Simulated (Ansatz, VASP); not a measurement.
**Fe: VASP beside Ansatz**

```
Fe
1.0
     0.00000    1.91550    1.93855
     1.47819    0.00000    1.93855
     1.47819    1.91550    0.00000
Fe
1
Direct
  0.00000 0.00000 0.00000
```

Change from the starting cell: volume scaled by 0.96, PAW files.

Alike in both runs: task electric field gradients; functional LDA; k mesh 16 × 16 × 16; occupations fermi-dirac, width 0.05 eV; collinear spin.

```csv
,VASP,Ansatz
version,VASP 6.6.1,Ansatz 0.2.0
potentials or method,"VASP PAW LDA potentials, release 64 (Fe)","PAW with Ansatz's default frozen-core files, scalar-relativistic"
plane-wave cutoff (eV),520,420
valence electrons in the cell,8,16
```

|  | VASP | Ansatz | Ansatz less VASP |
| --- | --- | --- | --- |
| pressure (GPa) | -12.5 | -11.4 | +1.10 |
| traceless stress, the component that is largest in VASP (GPa) | -6.48 | -6.44 | +0.032 |
| net moment per atom (μB) | 2.04 | 2.08 | +0.046 |
| size of the moment on the site where the two differ most (μB) | 2.01 | 2.09 | +0.081 |
| size of Vzz on the site where it differs most (V/Å²) | 9.8 | 10.1 | +0.32 |

LDA's correlation is that of Perdew and Zunger in VASP and of Perdew and Wang (1992) in Ansatz. Site moments also hang on the region over which each program counts them. VASP's potentials hold 8 valence electrons a cell and Ansatz's 16, so a difference there can come from the potentials and not from the codes.
